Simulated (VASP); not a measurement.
# C (P6_3/mmc) in VASP: notebook, part 2 of 2

VASP 6.6.1.

## 4. Single point, LDA

The COD entry that gives the cell may itself be a prediction, so a difference from it is no test against experiment.

This run uses another cell than the first one, of 5.17 Å³/atom, 1.017 times its volume.

INCAR

```
  PREC = Accurate
  ENCUT = 520
  EDIFF = 1E-6
  ISMEAR = 0
  SIGMA = 0.05
  LREAL = False
  LASPH = True
  NELM = 80
  ALGO = Normal
  ISIF = 2
  LWAVE = False
  LCHARG = False
  GGA = CA
  NBANDS = 36
```

KPOINTS

```
regular mesh
0
Gamma
  12 12 2
```

POSCAR

```
C
1.0
    2.4340000000      0.0000000000      0.0000000000
   -1.2170000000      2.1079058328      0.0000000000
    0.0000000000      0.0000000000     12.0869000000
C
12
Direct
    0.0000000000      0.0000000000      0.1868599868
    0.0000000000      0.0000000000      0.6868599868
    0.0000000000      0.0000000000      0.3131400132
    0.0000000000      0.0000000000      0.8131400132
    0.3333333333      0.6666666667      0.5207718743
    0.6666666667      0.3333333333      0.0207718743
    0.3333333333      0.6666666667      0.9792281257
    0.6666666667      0.3333333333      0.4792281257
    0.3333333333      0.6666666667      0.6450609412
    0.6666666667      0.3333333333      0.1450609412
    0.3333333333      0.6666666667      0.8549390588
    0.6666666667      0.3333333333      0.3549390588
```

Potentials or basis: VASP PAW LDA potentials, release 64 (C).

Launch:

```bash
$ cat potpaw_LDA.64/C/POTCAR > POTCAR
$ mpirun -np 1 vasp_std > vasp.out
```

OUTCAR:

```text
PREC = Accurate
   ENCUT = 520
   EDIFF = 1E-6
   ISMEAR = 0
   LREAL = False
   LASPH = True
   NELM = 80
   ISIF = 2
   GGA = CA

 ion  position               nearest neighbor table
   1  0.000  0.000  0.187-  10 1.49  10 1.49  10 1.49   3 1.53
   2  0.000  0.000  0.687-   9 1.49   9 1.49   9 1.49   4 1.53
   3  0.000  0.000  0.313-  12 1.49  12 1.49  12 1.49   1 1.53
   4  0.000  0.000  0.813-  11 1.49  11 1.49  11 1.49   2 1.53
   5  0.333  0.667  0.521-   8 1.49   8 1.49   8 1.49   9 1.50
[... 1168 lines left out ...]

 VOLUME and BASIS-vectors are now :
 -----------------------------------------------------------------------------
  energy-cutoff  :      520.00
  volume of cell :       62.01
      direct lattice vectors                 reciprocal lattice vectors
     2.434000000  0.000000000  0.000000000     0.410846343  0.237202247  0.000000000
    -1.217000000  2.107905833  0.000000000     0.000000000  0.474404494  0.000000000
     0.000000000  0.000000000 12.086900000     0.000000000  0.000000000  0.082734200

 POSITION                                       TOTAL-FORCE (eV/Angst)
 -----------------------------------------------------------------------------------
      0.00000      0.00000      2.25856        -0.000000     -0.000000      0.115636
      0.00000      0.00000      8.30201         0.000000      0.000000      0.115636
      0.00000      0.00000      3.78489        -0.000000     -0.000000     -0.115636
      0.00000      0.00000      9.82834         0.000000     -0.000000     -0.115636
     -0.00000      1.40527      6.29452         0.000000      0.000000      0.066478
      1.21700      0.70264      0.25107        -0.000000      0.000000      0.066478
     -0.00000      1.40527     11.83583         0.000000     -0.000000     -0.066478
      1.21700      0.70264      5.79238        -0.000000      0.000000     -0.066478
     -0.00000      1.40527      7.79679         0.000000     -0.000000     -0.068499
      1.21700      0.70264      1.75334        -0.000000      0.000000     -0.068499
     -0.00000      1.40527     10.33356         0.000000     -0.000000      0.068499
      1.21700      0.70264      4.29011        -0.000000     -0.000000      0.068499
 -----------------------------------------------------------------------------------
    total drift:                                0.000000      0.000000      0.000000

  FREE ENERGIE OF THE ION-ELECTRON SYSTEM (eV)
  ---------------------------------------------------
  free  energy   TOTEN  =      -120.9255709218 eV

  energy  without entropy=     -120.9255709218  energy(sigma->0) =     -120.92557092
```

stdout:

```text
POSCAR found type information on POSCAR C
 POSCAR found :  1 types and      12 ions
 scaLAPACK will be used
 LDA part: xc-table for (Slater(with rela. corr.)+CA(PZ))
 , standard interpolation
 POSCAR, INCAR and KPOINTS ok, starting setup
 FFT: planning ... GRIDC
 FFT: planning ... GRID_SOFT
 FFT: planning ... GRID
 WAVECAR not read
 entering main loop
```

Run time: 63 s. Hardware: 1 thread of Intel Xeon Platinum 8488C (Sapphire Rapids), shared host; peak memory 0.17 GiB.

Results:

```yaml
Free_energy: -120.9256 eV
Pressure: 35.7 GPa
Largest_force: 0.116 eV/Å
Band_gap_on_the_k_mesh: 4.72 eV, indirect (least direct gap 5.54 eV)
```

Forces in eV/Å, atoms in the order of the input:
```
C    0.000  0.000  0.116
C    0.000  0.000  0.116
C    0.000  0.000 -0.116
C    0.000  0.000 -0.116
C    0.000  0.000  0.066
C    0.000  0.000  0.066
C    0.000  0.000 -0.066
C    0.000  0.000 -0.066
C    0.000  0.000 -0.068
C    0.000  0.000 -0.068
C    0.000  0.000  0.068
C    0.000  0.000  0.068
```

Stress tensor (GPa, compression positive):
```
38.98  0.00  0.00
 0.00 38.98  0.00
 0.00  0.00 29.26
```

Levels at points of the mesh, in eV from the valence-band top:
| k point | band 22 | band 23 | band 24 | band 25 | band 26 | band 27 |
| --- | --- | --- | --- | --- | --- | --- |
| (0.00, 0.00, 0.00) | -0.19 | 0.00 | 0.00 | 5.54 | 5.64 | 5.64 |
| (0.50, 0.00, 0.00) | -4.40 | -3.96 | -3.19 | 4.91 | 5.43 | 5.52 |
| (0.00, 0.00, 0.50) | -0.34 | -0.34 | -0.34 | 6.06 | 6.06 | 6.06 |
| (0.50, 0.00, 0.50) | -4.11 | -3.56 | -3.56 | 5.07 | 5.07 | 6.00 |

## 5. Single point, LDA

This run uses another cell than the first one, of 5.17 Å³/atom, 1.018 times its volume.

INCAR

```
SYSTEM = C
PREC     = Accurate       ! precision mode
ENCUT    = 520            ! plane-wave cutoff, eV
EDIFF    = 1E-6           ! SCF threshold, eV
ISMEAR   = 0              ! smearing method
SIGMA    = 0.05           ! smearing width, eV
LREAL    = .False.        ! projectors in reciprocal space
LASPH    = .True.         ! aspherical terms in the spheres
NELM     = 80             ! most SCF steps
ALGO     = Normal         ! electronic algorithm
ISIF     = 2              ! what is computed and relaxed
LWAVE    = .False.        ! write WAVECAR
LCHARG   = .False.        ! write CHGCAR
NBANDS   = 36             ! bands
```

KPOINTS

```
regular mesh
0
Gamma
  12 12 2
  0 0 0
```

Edit POSCAR of step 4 so:

```diff
@@ -2,5 +2,5 @@
 1.0
-    2.4340000000      0.0000000000      0.0000000000
-   -1.2170000000      2.1079058328      0.0000000000
-    0.0000000000      0.0000000000     12.0869000000
+    2.3758000000      0.0000000000      0.0000000000
+   -1.1879000000      2.0575031543      0.0000000000
+    0.0000000000      0.0000000000     12.7015000000
 C
```

Potentials or basis: VASP PAW LDA potentials, release 64 (C).

Launch:

```bash
$ cat potpaw_LDA.64/C/POTCAR > POTCAR
$ mpirun -np 1 vasp_std > vasp.out
```

OUTCAR:

```text
SYSTEM = C
   PREC = Accurate
   ENCUT = 520
   EDIFF = 1E-6
   ISMEAR = 0
   LREAL = .False.
   LASPH = .True.
   NELM = 80
   ISIF = 2

 ion  position               nearest neighbor table
   1  0.000  0.000  0.187-  10 1.47  10 1.47  10 1.47   3 1.60
   2  0.000  0.000  0.687-   9 1.47   9 1.47   9 1.47   4 1.60
   3  0.000  0.000  0.313-  12 1.47  12 1.47  12 1.47   1 1.60
   4  0.000  0.000  0.813-  11 1.47  11 1.47  11 1.47   2 1.60
   5  0.333  0.667  0.521-   8 1.47   8 1.47   8 1.47   9 1.58
[... 1168 lines left out ...]
  external PRESSURE =     390.4561336 kB  Pullay stress =       0.0000000 kB

 VOLUME and BASIS-vectors are now :
 -----------------------------------------------------------------------------
  energy-cutoff  :      520.00
  volume of cell :       62.09
      direct lattice vectors                 reciprocal lattice vectors
     2.375800000  0.000000000  0.000000000     0.420910851  0.243012993  0.000000000
    -1.187900000  2.057503154  0.000000000     0.000000000  0.486025986  0.000000000
     0.000000000  0.000000000 12.701500000     0.000000000  0.000000000  0.078730859

 POSITION                                       TOTAL-FORCE (eV/Angst)
 -----------------------------------------------------------------------------------
      0.00000      0.00000      2.37340        -0.000000      0.000000      0.362102
      0.00000      0.00000      8.72415         0.000000     -0.000000      0.362102
      0.00000      0.00000      3.97735         0.000000      0.000000     -0.362102
      0.00000      0.00000     10.32810         0.000000      0.000000     -0.362102
     -0.00000      1.37167      6.61458         0.000000     -0.000000      0.382767
      1.18790      0.68583      0.26383         0.000000      0.000000      0.382767
     -0.00000      1.37167     12.43767        -0.000000     -0.000000     -0.382767
      1.18790      0.68583      6.08692        -0.000000      0.000000     -0.382767
     -0.00000      1.37167      8.19324        -0.000000     -0.000000     -0.245623
      1.18790      0.68583      1.84249         0.000000      0.000000     -0.245623
     -0.00000      1.37167     10.85901        -0.000000      0.000000      0.245623
      1.18790      0.68583      4.50826         0.000000      0.000000      0.245623
 -----------------------------------------------------------------------------------
    total drift:                                0.000000      0.000000      0.000000

  FREE ENERGIE OF THE ION-ELECTRON SYSTEM (eV)
  ---------------------------------------------------
  free  energy   TOTEN  =      -119.7725935820 eV

  energy  without entropy=     -119.7725935820  energy(sigma->0) =     -119.77259358
```

OSZICAR:

```text
N       E                     dE             d eps       ncg     rms          rms(c)
DAV:   1     0.116442039242E+03    0.11644E+03   -0.25949E+04  2736   0.132E+03
DAV:   2    -0.117261557843E+03   -0.23370E+03   -0.21873E+03  3548   0.261E+02
DAV:   3    -0.126008188669E+03   -0.87466E+01   -0.86851E+01  3616   0.460E+01
DAV:   4    -0.126103747957E+03   -0.95559E-01   -0.95354E-01  3528   0.530E+00
DAV:   5    -0.126105435638E+03   -0.16877E-02   -0.16866E-02  3504   0.653E-01    0.159E+01
DAV:   6    -0.121379396336E+03    0.47260E+01   -0.32841E+00  3132   0.869E+00    0.920E+00
DAV:   7    -0.119778091756E+03    0.16013E+01   -0.40823E+00  3164   0.983E+00    0.203E+00
DAV:   8    -0.119772992105E+03    0.50997E-02   -0.15425E-01  3460   0.195E+00    0.186E-01
DAV:   9    -0.119772578340E+03    0.41377E-03   -0.21612E-03  3372   0.263E-01    0.664E-02
DAV:  10    -0.119772594315E+03   -0.15975E-04   -0.11687E-04  3452   0.570E-02    0.137E-02
DAV:  11    -0.119772593582E+03    0.73268E-06   -0.55824E-06  3344   0.130E-02
   1 F= -.11977259E+03 E0= -.11977259E+03  d E =-.300528E-16
```

stdout:

```text
POSCAR found type information on POSCAR C
 POSCAR found :  1 types and      12 ions
 scaLAPACK will be used
 LDA part: xc-table for (Slater(with rela. corr.)+CA(PZ))
 , standard interpolation
 POSCAR, INCAR and KPOINTS ok, starting setup
 FFT: planning ... GRIDC
 FFT: planning ... GRID_SOFT
 FFT: planning ... GRID
 WAVECAR not read
 entering main loop
```

Run time: 57 s. Hardware: 1 thread of Intel Xeon Platinum 8488C (Sapphire Rapids), shared host; peak memory 0.17 GiB.

What came out:

```yaml
Free_energy: -119.7726 eV
Pressure: 39.0 GPa
Largest_force: 0.383 eV/Å
Band_gap_on_the_k_mesh: 3.47 eV, direct
```

Forces in eV/Å, atoms in the order of the input:
```
C    0.000  0.000  0.362
C    0.000  0.000  0.362
C    0.000  0.000 -0.362
C    0.000  0.000 -0.362
C    0.000  0.000  0.383
C    0.000  0.000  0.383
C    0.000  0.000 -0.383
C    0.000  0.000 -0.383
C    0.000  0.000 -0.246
C    0.000  0.000 -0.246
C    0.000  0.000  0.246
C    0.000  0.000  0.246
```

## 6. Single point, LDA

This run uses another cell than the first one, of 5.23 Å³/atom, 1.030 times its volume.

INCAR

```
SYSTEM = C
PREC = Accurate ; ENCUT = 520
EDIFF = 1E-6 ; ISMEAR = 0
SIGMA = 0.05 ; LREAL = .False.
LASPH = .True. ; NELM = 60
ALGO = Normal ; ISIF = 2
LWAVE = .False. ; LCHARG = .False.
GGA = CA ; NBANDS = 36
```

KPOINTS is that of step 5.

Edit POSCAR of step 5 so:

```diff
@@ -2,5 +2,5 @@
 1.0
-    2.3758000000      0.0000000000      0.0000000000
-   -1.1879000000      2.0575031543      0.0000000000
-    0.0000000000      0.0000000000     12.7015000000
+    2.4921382545      0.0000000000      0.0000000000
+   -1.2460691272      2.1582550381      0.0000000000
+    0.0000000000      0.0000000000     11.6772000000
 C
```

Potentials or basis: VASP PAW LDA potentials, release 64 (C).

Launch:

```bash
$ cat potpaw_LDA.64/C/POTCAR > POTCAR
$ mpirun -np 1 vasp_std > vasp.out
```

OUTCAR:

```text
SYSTEM = C
   PREC = Accurate
   ENCUT = 520
   EDIFF = 1E-6
   ISMEAR = 0
   LREAL = .False.
   LASPH = .True.
   NELM = 60
   ISIF = 2
   GGA = CA

 ion  position               nearest neighbor table
   1  0.000  0.000  0.187-   3 1.47  10 1.52  10 1.52  10 1.52
   2  0.000  0.000  0.687-   4 1.47   9 1.52   9 1.52   9 1.52
   3  0.000  0.000  0.313-   1 1.47  12 1.52  12 1.52  12 1.52
   4  0.000  0.000  0.813-   2 1.47  11 1.52  11 1.52  11 1.52
   5  0.333  0.667  0.521-   9 1.45   8 1.52   8 1.52   8 1.52
   6  0.667  0.333  0.021-  10 1.45   7 1.52   7 1.52   7 1.52
   7  0.333  0.667  0.979-  11 1.45   6 1.52   6 1.52   6 1.52
   8  0.667  0.333  0.479-  12 1.45   5 1.52   5 1.52   5 1.52
   9  0.333  0.667  0.645-   5 1.45   2 1.52   2 1.52   2 1.52
  10  0.667  0.333  0.145-   6 1.45   1 1.52   1 1.52   1 1.52
  11  0.333  0.667  0.855-   7 1.45   4 1.52   4 1.52   4 1.52
  12  0.667  0.333  0.355-   8 1.45   3 1.52   3 1.52   3 1.52

  LATTYP: Found a hexagonal cell.
 ALAT       =     2.4921382545
 C/A-ratio  =     4.6856148446

  Lattice vectors:

 A1 = (   2.4921382545,   0.0000000000,   0.0000000000)
 A2 = (  -1.2460691272,   2.1582550381,   0.0000000000)
 A3 = (   0.0000000000,   0.0000000000,  11.6772000000)

Analysis of symmetry for initial positions (statically):
=====================================================================
 Subroutine PRICEL returns:
 Original cell was already a primitive cell.

 Routine SETGRP: Setting up the symmetry group for a
 hexagonal supercell.

 Subroutine GETGRP returns: Found 24 space group operations
 (whereof 12 operations were pure point group operations)
 out of a pool of 24 trial point group operations.

The static configuration has the point symmetry D_3d.
[... 160 lines left out ...]
   GGA     = CA    functional components
   LHFCALC =     F    Hartree Fock is set to
   AEXX    =    0.0000 exact exchange contribution
   IVDW    =     0    specifies the selected vdW correction
   LEPSILON=     F    determine dielectric tensor
   LRPA    =     F    only Hartree local field effects (RPA)
 non-spin polarized calculation
 Gauss-broadening in eV      SIGMA  =   0.05
  energy-cutoff  :      520.00
  volume of cell :       62.81
 maximum number of plane-waves:      1712
 NGX is ok and might be reduce to    20
   NGX =  9   NGY =  9   NGZ = 43

 number of electron      48.0000001 magnetization

 Free energy of the ion-electron system (eV)
  ---------------------------------------------------
  ext. energy  EPLUGINS =         0.00000000
  ---------------------------------------------------
  free energy    TOTEN  =      -120.58839359 eV

  energy without entropy =     -120.58839359  energy(sigma->0) =     -120.58839359

 E-fermi :  11.3537     XC(G=0): -13.8879

 val. band max:       11.0686083000   @ k =   0.0000   0.0000   0.0000
 cond. band min:      15.0890303649   @ k =   0.5000  -0.0000   0.0000
 fundamental gap:      4.0204220649
 Fermi energy:        11.3536548939

 k-point     1 :       0.0000    0.0000    0.0000
  band No.  band energies     occupation
      1     -11.5037      2.00000
      2     -10.6759      2.00000
      3     -10.6119      2.00000
      4      -8.1294      2.00000
      5      -8.0689      2.00000
      6      -4.4543      2.00000
[... 925 lines left out ...]
     35      21.6037      0.00000
     36      21.6037      0.00000

 [... further k-points ...]

------------------------ aborting loop because EDIFF is reached ----------------------------------------

  FORCE on cell =-STRESS in cart. coord.  units (eV):
  Direction    XX          YY          ZZ          XY          YZ          ZX
  --------------------------------------------------------------------------------------
  -------------------------------------------------------------------------------------
  Total        1.8893828      1.8893828     31.8233070      0.0000000      0.0000000      0.0000000
  in kB       48.1966579     48.1966579    811.7873451      0.0000000      0.0000000      0.0000000
  external PRESSURE =     302.7268870 kB  Pullay stress =       0.0000000 kB

 VOLUME and BASIS-vectors are now :
 -----------------------------------------------------------------------------
  energy-cutoff  :      520.00
  volume of cell :       62.81
      direct lattice vectors                 reciprocal lattice vectors
     2.492138254  0.000000000  0.000000000     0.401261847  0.231668636  0.000000000
    -1.246069127  2.158255038  0.000000000     0.000000000  0.463337271  0.000000000
     0.000000000  0.000000000 11.677200000     0.000000000  0.000000000  0.085636968

 POSITION                                       TOTAL-FORCE (eV/Angst)
 -----------------------------------------------------------------------------------
      0.00000      0.00000      2.18200         0.000000     -0.000000     -0.538144
      0.00000      0.00000      8.02060        -0.000000     -0.000000     -0.538144
      0.00000      0.00000      3.65660         0.000000     -0.000000      0.538144
      0.00000      0.00000      9.49520        -0.000000      0.000000      0.538144
     -0.00000      1.43884      6.08116        -0.000000      0.000000     -0.635243
      1.24607      0.71942      0.24256        -0.000000     -0.000000     -0.635243
     -0.00000      1.43884     11.43464        -0.000000      0.000000      0.635243
      1.24607      0.71942      5.59604        -0.000000     -0.000000      0.635243
     -0.00000      1.43884      7.53251         0.000000     -0.000000      0.450597
      1.24607      0.71942      1.69391        -0.000000     -0.000000      0.450597
     -0.00000      1.43884      9.98329         0.000000     -0.000000     -0.450597
      1.24607      0.71942      4.14469        -0.000000     -0.000000     -0.450597
 -----------------------------------------------------------------------------------
    total drift:                                0.000000      0.000000      0.000000

  FREE ENERGIE OF THE ION-ELECTRON SYSTEM (eV)
  ---------------------------------------------------
  free  energy   TOTEN  =      -120.5883935872 eV

  energy  without entropy=     -120.5883935872  energy(sigma->0) =     -120.58839359
```

OSZICAR:

```text
N       E                     dE             d eps       ncg     rms          rms(c)
DAV:   1     0.113192718885E+03    0.11319E+03   -0.25739E+04  2736   0.132E+03
DAV:   2    -0.117880638868E+03   -0.23107E+03   -0.21832E+03  3600   0.262E+02
DAV:   3    -0.126514646338E+03   -0.86340E+01   -0.85707E+01  3588   0.456E+01
DAV:   4    -0.126615001921E+03   -0.10036E+00   -0.10004E+00  3576   0.525E+00
DAV:   5    -0.126617312969E+03   -0.23110E-02   -0.23092E-02  3508   0.689E-01    0.155E+01
DAV:   6    -0.122130876428E+03    0.44864E+01   -0.31072E+00  3184   0.829E+00    0.901E+00
DAV:   7    -0.120594149070E+03    0.15367E+01   -0.38213E+00  3240   0.933E+00    0.195E+00
DAV:   8    -0.120588607782E+03    0.55413E-02   -0.12224E-01  3440   0.172E+00    0.131E-01
DAV:   9    -0.120588372874E+03    0.23491E-03   -0.20610E-03  3480   0.260E-01    0.491E-02
DAV:  10    -0.120588392962E+03   -0.20088E-04   -0.12779E-04  3432   0.603E-02    0.194E-02
DAV:  11    -0.120588393587E+03   -0.62559E-06   -0.58258E-06  3416   0.132E-02
   1 F= -.12058839E+03 E0= -.12058839E+03  d E =-.150371E-17
```

stdout:

```text
POSCAR found type information on POSCAR C
 POSCAR found :  1 types and      12 ions
 scaLAPACK will be used
 LDA part: xc-table for (Slater(with rela. corr.)+CA(PZ))
 , standard interpolation
 POSCAR, INCAR and KPOINTS ok, starting setup
 FFT: planning ... GRIDC
 FFT: planning ... GRID_SOFT
 FFT: planning ... GRID
 WAVECAR not read
 entering main loop
```

It took 57 s on 1 thread of Intel Xeon Platinum 8488C (Sapphire Rapids), shared host; peak memory 0.18 GiB.

What came out:

```
Free energy            : -120.5884 eV
Pressure               : 30.3 GPa
Largest force          : 0.635 eV/Å
Band gap on the k mesh : 4.02 eV, indirect (least direct gap 4.91 eV)
```

Forces in eV/Å, atoms in the order of the input:
```
C    0.000  0.000 -0.538
C    0.000  0.000 -0.538
C    0.000  0.000  0.538
C    0.000  0.000  0.538
C    0.000  0.000 -0.635
C    0.000  0.000 -0.635
C    0.000  0.000  0.635
C    0.000  0.000  0.635
C    0.000  0.000  0.451
C    0.000  0.000  0.451
C    0.000  0.000 -0.451
C    0.000  0.000 -0.451
```

A k mesh can miss the band edges.

## 7. The runs side by side

```csv
cell,gap on the mesh (eV),pressure (GPa),largest force (eV/Å)
"a = 2.434, b = 2.434, c = 11.882 Å, angles 90.0, 90.0, 120.0°, 12 atoms",4.63,46.2,0.12
"a = 2.376, b = 2.376, c = 12.497 Å, angles 90.0, 90.0, 120.0°, 12 atoms",3.98,47.5,0.45
"a = 2.434, b = 2.434, c = 12.087 Å, angles 90.0, 90.0, 120.0°, 12 atoms",4.72,35.7,0.12
"a = 2.376, b = 2.376, c = 12.701 Å, angles 90.0, 90.0, 120.0°, 12 atoms",3.47,39.0,0.38
"a = 2.492, b = 2.492, c = 11.677 Å, angles 90.0, 90.0, 120.0°, 12 atoms",4.02,30.3,0.64
```

Alike in all rows: task single point; level LDA; potentials or basis VASP PAW LDA potentials, release 64 (C); no spin polarisation; k mesh 12 × 12 × 2; cutoff (eV) 520; smearing gaussian 0.05 eV.

Total energies depend on the potentials used, so only differences within one code and one set of settings carry meaning.
